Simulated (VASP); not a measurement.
Here is a VASP 6.6.1 calculation.

File INCAR:

```
  PREC = Accurate
  ENCUT = 520
  EDIFF = 1E-6
  ISMEAR = 0
  SIGMA = 0.1
  LREAL = False
  LASPH = True
  NELM = 80
  ALGO = Normal
  ISIF = 2
  LWAVE = False
  LCHARG = False
  LDIPOL = True
  IDIPOL = 3
  DIPOL = 0.5 0.5 0.500
  GGA = PE
  NBANDS = 11
```

The input KPOINTS:

```
regular mesh
0
Gamma
  15 15 1
```

Contents of POSCAR:

```
Si
1.0
    3.6260000000      0.0000000000      0.0000000000
   -1.8130000000      3.1402081141      0.0000000000
    0.0000000000      0.0000000000     28.0000000000
Si
2
Direct
    0.3333333333      0.6666666667      0.5178571429
    0.6666666667      0.3333333333      0.4821428571
```

Potentials or basis: VASP PAW PBE potentials, release 64 (Si).

Command:

```sh
$ cat potpaw_PBE.64/Si/POTCAR > POTCAR
$ mpirun -np 1 vasp_std > vasp.out
```

What does it give for the largest force?

1.233 eV/Å.

What does it give for the band gap on the k mesh?

Zero (bands 4 and 5 overlap by 0.89 eV).

Forces in eV/Å, atoms in the order of the input:
```
Si   0.000  0.000 -1.233
Si   0.000  0.000  1.233
```
